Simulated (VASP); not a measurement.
# InSb (R-3m) in VASP: single point with r2SCAN

Aim: the single point of InSb with r2SCAN.

Everything below comes from runs of VASP 6.6.1. Logs are shortened: lines on timing, memory, paths and dates and some standing lists are left out, and cuts for length are marked.

### 1 The cell of the first run

Symmetry: R-3m, No. 166, trigonal system. The conventional cell has a = 4.278 Å, b = 4.278 Å, c = 10.648 Å, α = 90.00°, β = 90.00°, γ = 120.00°. Within 4.0 Å of In (site symmetry -3m) lie 6 Sb at 3.04 Å. Sb (site symmetry -3m) has 6 In at 3.04 Å within 4.0 Å.

### 2 Single point, r2SCAN

File POSCAR:

```
InSb
1.0
    6.0824210000      0.0000000000      0.0000000000
    0.0658200000      6.0820640000      0.0000000000
    0.0658200000      0.0651050000      6.0817160000
In Sb
4 4
Direct
    0.0000000000      0.0000000000      0.0000000000
    0.5000000000      0.5000000000      0.0000000000
    0.0000000000      0.5000000000      0.5000000000
    0.5000000000      0.0000000000      0.5000000000
    0.5000000000      0.5000000000      0.5000000000
    0.0000000000      0.0000000000      0.5000000000
    0.5000000000      0.0000000000      0.0000000000
    0.0000000000      0.5000000000      0.0000000000
```

File INCAR.step1:

```
PREC     = Accurate       # precision mode
ENCUT    = 520            # plane-wave cutoff, eV
ISMEAR   = 1              # smearing method
SIGMA    = 0.0186         # smearing width, eV
LREAL    = False          # projectors in reciprocal space
LASPH    = True           # aspherical terms in the spheres
NELM     = 100            # most SCF steps
NBANDS   = 46             # bands
GGA      = PE             # functional
ALGO     = Normal         # electronic algorithm
EDIFF    = 1E-4           # SCF threshold, eV
LWAVE    = True           # write WAVECAR
LCHARG   = False          # write CHGCAR
```

File INCAR.step2:

```
PREC     = Accurate       # precision mode
ENCUT    = 520            # plane-wave cutoff, eV
EDIFF    = 1E-7           # SCF threshold, eV
ISMEAR   = 1              # smearing method
SIGMA    = 0.0186         # smearing width, eV
LREAL    = False          # projectors in reciprocal space
LASPH    = True           # aspherical terms in the spheres
NELM     = 100            # most SCF steps
ALGO     = Normal         # electronic algorithm
ISIF     = 2              # what is computed and relaxed
LWAVE    = False          # write WAVECAR
LCHARG   = False          # write CHGCAR
METAGGA  = R2SCAN         # meta-GGA
LMIXTAU  = True         
NBANDS   = 46             # bands
ISTART   = 1
```

File KPOINTS:

```
Automatic mesh
0
Gamma
  4 4 4
```

Potentials or basis: VASP PAW PBE potentials, release 64 (In_d, Sb).

On the command line:

```
$ cat potpaw_PBE.64/In_d/POTCAR potpaw_PBE.64/Sb/POTCAR > POTCAR
$ cp INCAR.step1 INCAR
$ mpirun -np 1 vasp_std > vasp.out
$ cp INCAR.step2 INCAR
$ mpirun -np 1 vasp_std > vasp.out
```

OUTCAR:

```text
PREC = Accurate
   ENCUT = 520
   EDIFF = 1E-7
   ISMEAR = 1
   LREAL = False
   LASPH = True
   NELM = 100
   ISIF = 2
   METAGGA = R2SCAN
   ISTART = 1

 ion  position               nearest neighbor table
   1  0.000  0.000  0.000-   8 3.04   8 3.04   6 3.04   6 3.04   7 3.04   7 3.04
   2  0.500  0.500  0.000-   7 3.04   7 3.04   5 3.04   5 3.04   8 3.04   8 3.04
   3  0.000  0.500  0.500-   6 3.04   6 3.04   8 3.04   8 3.04   5 3.04   5 3.04
   4  0.500  0.000  0.500-   5 3.04   5 3.04   7 3.04   7 3.04   6 3.04   6 3.04
   5  0.500  0.500  0.500-   4 3.04   4 3.04   2 3.04   2 3.04   3 3.04   3 3.04
   6  0.000  0.000  0.500-   3 3.04   3 3.04   1 3.04   1 3.04   4 3.04   4 3.04
   7  0.500  0.000  0.000-   2 3.04   2 3.04   4 3.04   4 3.04   1 3.04   1 3.04
   8  0.000  0.500  0.000-   1 3.04   1 3.04   3 3.04   3 3.04   2 3.04   2 3.04

  LATTYP: Found a trigonal (rhomboedric) cell.
 ALAT       =     6.0824201411
 COS(alpha) =     0.0108202726

  Lattice vectors:

 A1 = (   6.0824210000,   0.0000000000,   0.0000000000)
 A2 = (   0.0658200000,   6.0820640000,   0.0000000000)
 A3 = (   0.0658200000,   0.0651050000,   6.0817160000)

Analysis of symmetry for initial positions (statically):
=====================================================================
 Subroutine PRICEL returns following result:

  LATTYP: Found a trigonal (rhomboedric) cell.
 ALAT       =     4.3241292638
 COS(alpha) =     0.5107050195

  Lattice vectors:

 A1 = (   3.0741205000,   0.0325525000,   3.0408580000)
 A2 = (   3.0741205000,   3.0410320000,   0.0000000000)
 A3 = (   0.0658200000,   3.0735845000,   3.0408580000)

   4 primitive cells build up your supercell.

 Routine SETGRP: Setting up the symmetry group for a
 trigonal (rhombohedral) supercell.

 Subroutine GETGRP returns: Found 12 space group operations
 (whereof 12 operations were pure point group operations)
 out of a pool of 12 trial point group operations.

The static configuration has the point symmetry D_3d.

Analysis of symmetry for dynamics (positions and initial velocities):
=====================================================================
 Subroutine PRICEL returns following result:

  LATTYP: Found a trigonal (rhomboedric) cell.
 ALAT       =     4.3241292638
 COS(alpha) =     0.5107050195

  Lattice vectors:

 A1 = (   3.0741205000,   0.0325525000,   3.0408580000)
 A2 = (   3.0741205000,   3.0410320000,   0.0000000000)
 A3 = (   0.0658200000,   3.0735845000,   3.0408580000)

   4 primitive cells build up your supercell.

 Routine SETGRP: Setting up the symmetry group for a
 trigonal (rhombohedral) supercell.

 Subroutine GETGRP returns: Found 12 space group operations
 (whereof 12 operations were pure point group operations)
 out of a pool of 12 trial point group operations.

The dynamic configuration has the point symmetry D_3d.

 Subroutine INISYM returns: Found 12 space group operations
 (whereof 12 operations are pure point group operations),
 and found     4 'primitive' translations

----------------------------------------------------------------------------------------

                                     Primitive cell

  volume of cell :      56.2463

  direct lattice vectors                    reciprocal lattice vectors
     3.074120500  0.032552500  3.040858000     0.164408218 -0.166197092  0.164427098
     3.074120500  3.041032000  0.000000000     0.164408218  0.162638646 -0.167947655
     0.065820000  3.073584500  3.040858000    -0.164408218  0.166197092  0.164427456

  length of vectors
     4.324129264  4.324129100  4.324126655     0.285810787  0.285810787  0.285810993

  position of ions in fractional coordinates (direct lattice)
     0.000000000  0.000000000  0.000000000
     0.500000000  0.500000000  0.500000000

  ion indices of the primitive-cell ions
   primitive index   ion index
                 1           1
                 2           6

----------------------------------------------------------------------------------------

 KPOINTS: Automatic mesh

Automatic generation of k-mesh.
 Grid dimensions read from file:
 generate k-points for:    4    4    4

 Generating k-lattice:

  Cartesian coordinates                     Fractional coordinates (reciprocal lattice)
     0.041102055 -0.000444806 -0.000440070     0.250000000 -0.000000000  0.000000000
     0.000000000  0.041104467 -0.000440025     0.000000000  0.250000000 -0.000000000
     0.000000000  0.000000000  0.041106819     0.000000000  0.000000000  0.250000000

  Length of vectors
     0.041106817  0.041106822  0.041106819

  Shift w.r.t. Gamma in fractional coordinates (k-lattice)
     0.000000000  0.000000000  0.000000000

 Subroutine IBZKPT returns following result:
 ===========================================

 Found     13 irreducible k-points:

 Following reciprocal coordinates:
            Coordinates               Weight
  0.000000  0.000000  0.000000      1.000000
  0.250000 -0.000000  0.000000      6.000000
  0.500000 -0.000000  0.000000      3.000000
  0.250000  0.250000  0.000000      6.000000
  0.500000  0.250000  0.000000     12.000000
 -0.250000  0.250000  0.000000      6.000000
  0.500000  0.500000  0.000000      3.000000
  0.250000  0.250000  0.250000      2.000000
  0.500000  0.250000  0.250000      6.000000
 -0.250000  0.250000  0.250000      6.000000
  0.500000  0.500000  0.250000      6.000000
 -0.250000  0.500000  0.250000      6.000000
  0.500000  0.500000  0.500000      1.000000
   k-points           NKPTS =     13   k-points in BZ     NKDIM =     13   number of bands    NBANDS=     46
   number of dos      NEDOS =    301   number of ions     NIONS =      8
   total plane-waves  NPLWV = 110592
   dimension x,y,z NGX =    48 NGY =   48 NGZ =   48
   dimension x,y,z NGXF=    96 NGYF=   96 NGZF=   96
   ions per type =               4   4
   NGX,Y,Z   is equivalent  to a cutoff of  13.12, 13.12, 13.12 a.u.
   NGXF,Y,Z  is equivalent  to a cutoff of  26.24, 26.24, 26.24 a.u.
 SYSTEM =  unknown system
   PREC   = accura    normal or accurate (medium, high low for compatibility)
   ISTART =      1    job   : 0-new  1-cont  2-samecut
   ICHARG =      0    charge: 1-file 2-atom 10-const
   ISPIN  =      1    spin polarized calculation?
   LNONCOLLINEAR =      F non collinear calculations
   LSORBIT =      F    spin-orbit coupling
   LASPH  =      T    aspherical Exc in radial PAW
   ENCUT  =  520.0 eV  38.22 Ry    6.18 a.u.  11.31 11.31 11.31*2*pi/ulx,y,z
   NELM   =    100;   NELMIN=  2; NELMDL=  0     # of ELM steps
   EDIFF  = 0.1E-06   stopping-criterion for ELM
   LREAL  =      F    real-space projection
   EDIFFG = 0.1E-05   stopping-criterion for IOM
   NSW    =      0    number of steps for IOM
   IBRION =     -1    ionic relax: 0-MD 1-quasi-New 2-CG
   NFREE  =      0    steps in history (QN), initial steepest desc. (CG)
   ISIF   =      2    stress and relaxation
   ISYM   =      2    0-nonsym 1-usesym 2-fastsym
   POTIM  = 0.5000    time-step for ionic-motion
   TEBEG  =    0.0;   TEEND  =   0.0 temperature during run
   PSTRESS=    0.0 pullay stress
   NELECT =      72.0000    total number of electrons
   NUPDOWN=      -1.0000    fix difference up-down
   EMIN   =  10.00;   EMAX   =-10.00  energy-range for DOS
   EFERMI =   0.00;   METHOD = LEGACY
   ISMEAR =     1;   SIGMA  =   0.02  broadening in eV -4-tet -1-fermi 0-gaus
   EFERMI_NEDOS =   21; number of points for ismear=-14 and -15
   IALGO  =     38    algorithm
   IMIX   =      4    mixing-type and parameters
     AMIX     =   0.40;   BMIX     =  1.00
     AMIX_MAG =   1.60;   BMIX_MAG =  1.00
  volume/ion in A,a.u.               =      28.12       189.78
  Fermi-wavevector in a.u.,A,eV,Ry     =   1.119785  2.116086 17.060582  1.253917
  Thomas-Fermi vector in A             =   2.256426
   LORBIT       =      0    0 simple, 1 ext, 2 COOP (PROOUT), +10 PAW based schemes
   METAGGA = R2SCAN    functional components
   LHFCALC =     F    Hartree Fock is set to
   AEXX    =    0.0000 exact exchange contribution
   IVDW    =     0    specifies the selected vdW correction
   LEPSILON=     F    determine dielectric tensor
   LRPA    =     F    only Hartree local field effects (RPA)
 non-spin polarized calculation
 Methfessel and Paxton  Order N= 1 SIGMA  =   0.02
  energy-cutoff  :      520.00
  volume of cell :      224.99
 maximum number of plane-waves:      6086
 NGX is ok and might be reduce to    48
   NGX = 23   NGY = 23   NGZ = 23

 number of electron      72.0000005 magnetization

 Free energy of the ion-electron system (eV)
  ---------------------------------------------------
  ext. energy  EPLUGINS =         0.00000000
  ---------------------------------------------------
  free energy    TOTEN  =      -193.15324735 eV

  energy without entropy =     -193.15370184  energy(sigma->0) =     -193.15339884

 E-fermi :   6.8362     XC(G=0): -10.4429

 val. band max:        6.8155342609   @ k =   0.2500   0.2500   0.0000
 cond. band min:       6.8369220060   @ k =   0.2500   0.2500   0.2500
 fundamental gap:      0.0213877450
 Fermi energy:         6.8362359605

 k-point     1 :       0.0000    0.0000    0.0000
  band No.  band energies     occupation
      1      -8.3019      2.00000
      2      -8.3019      2.00000
      3      -8.3019      2.00000
      4      -8.1422      2.00000
      5      -8.1422      2.00000
      6      -8.1210      2.00000
[... 38 lines left out ...]
     45      13.3843      0.00000
     46      13.3884      0.00000

 k-point     2 :       0.2500   -0.0000    0.0000
  band No.  band energies     occupation
      1      -8.2822      2.00000
      2      -8.2822      2.00000
      3      -8.2734      2.00000
      4      -8.1591      2.00000
      5      -8.1391      2.00000
      6      -8.1347      2.00000
[... 38 lines left out ...]
     45      12.3809      0.00000
     46      13.3117      0.00000

 k-point     3 :       0.5000   -0.0000    0.0000
  band No.  band energies     occupation
      1      -8.2574      2.00000
      2      -8.2574      2.00000
      3      -8.2105      2.00000
      4      -8.2105      2.00000
      5      -8.1534      2.00000
      6      -8.1534      2.00000
[... 38 lines left out ...]
     45      12.8000      0.00000
     46      12.8000      0.00000

 k-point     4 :       0.2500    0.2500    0.0000
  band No.  band energies     occupation
      1      -8.2631      2.00000
      2      -8.2566      2.00000
      3      -8.2566      2.00000
      4      -8.1594      2.00000
      5      -8.1510      2.00000
      6      -8.1449      2.00000
[... 381 lines left out ...]
     45      10.5059      0.00000
     46      10.5077      0.00000

 k-point    12 :      -0.2500    0.5000    0.2500
  band No.  band energies     occupation
      1      -8.2185      2.00000
      2      -8.2180      2.00000
      3      -8.1936      2.00000
      4      -8.1936      2.00000
      5      -8.1675      2.00000
      6      -8.1652      2.00000
[... 38 lines left out ...]
     45      11.5081      0.00000
     46      11.5081      0.00000

 k-point    13 :       0.5000    0.5000    0.5000
  band No.  band energies     occupation
      1      -8.1827      2.00000
      2      -8.1827      2.00000
      3      -8.1827      2.00000
      4      -8.1796      2.00000
      5      -8.1796      2.00000
      6      -8.1787      2.00000
[... 38 lines left out ...]
     45       9.5044      0.00000
     46       9.5910      0.00000

------------------------ aborting loop because EDIFF is reached ----------------------------------------

  FORCE on cell =-STRESS in cart. coord.  units (eV):
  Direction    XX          YY          ZZ          XY          YZ          ZX
  --------------------------------------------------------------------------------------
  -------------------------------------------------------------------------------------
  Total        1.0502167      1.0275088      1.0055272      1.0490415      1.0266994      1.0378716
  in kB        7.4788689      7.3171597      7.1606233      7.4704995      7.3113954      7.3909562
  external PRESSURE =       7.3188839 kB  Pullay stress =       0.0000000 kB

 VOLUME and BASIS-vectors are now :
 -----------------------------------------------------------------------------
  energy-cutoff  :      520.00
  volume of cell :      224.99
      direct lattice vectors                 reciprocal lattice vectors
     6.082421000  0.000000000  0.000000000     0.164408218 -0.001779223 -0.001760278
     0.065820000  6.082064000  0.000000000     0.000000000  0.164417869 -0.001760100
     0.065820000  0.065105000  6.081716000     0.000000000  0.000000000  0.164427277

 POSITION                                       TOTAL-FORCE (eV/Angst)
 -----------------------------------------------------------------------------------
      0.00000      0.00000      0.00000         0.000000      0.000000     -0.000000
      3.07412      3.04103      0.00000         0.000000     -0.000000      0.000000
      0.06582      3.07358      3.04086        -0.000000      0.000000     -0.000000
      3.07412      0.03255      3.04086        -0.000000     -0.000000      0.000000
      3.10703      3.07358      3.04086         0.000000     -0.000000      0.000000
      0.03291      0.03255      3.04086         0.000000      0.000000     -0.000000
      3.04121      0.00000      0.00000        -0.000000     -0.000000      0.000000
      0.03291      3.04103      0.00000        -0.000000      0.000000     -0.000000
 -----------------------------------------------------------------------------------
    total drift:                                0.000000      0.000000     -0.000000

  FREE ENERGIE OF THE ION-ELECTRON SYSTEM (eV)
  ---------------------------------------------------
  free  energy   TOTEN  =      -193.1532473491 eV

  energy  without entropy=     -193.1537018365  energy(sigma->0) =     -193.15339884
```

It took 9.2 min on 1 thread of Intel Xeon 8259CL, shared host; peak memory 0.42 GiB.

Results:

- Free energy: -193.1532 eV
- Pressure: 0.7 GPa
- Band gap on the k mesh: zero (bands 36 and 37 overlap by 0.87 eV)

Levels at points of the mesh, in eV from the Fermi level:
```csv
k point,band 33,band 34,band 35,band 36,band 37,band 38,band 39,band 40
"(0.00, 0.00, 0.00)",-2.39,-2.25,-2.25,-2.25,-0.25,-0.06,-0.06,0.11
"(0.50, 0.00, 0.00)",-1.46,-1.46,-1.33,-1.33,0.30,0.30,2.15,2.15
"(0.50, 0.50, 0.00)",-0.06,-0.06,0.02,0.02,1.60,1.60,1.73,1.73
"(0.50, 0.50, 0.50)",0.31,0.31,0.38,0.38,2.50,2.50,2.50,2.66
```

Caveat: the PAW data sets were made with another functional, which shifts forces and pressure a little; spin-orbit coupling is left out, which moves the levels of the heavy elements.
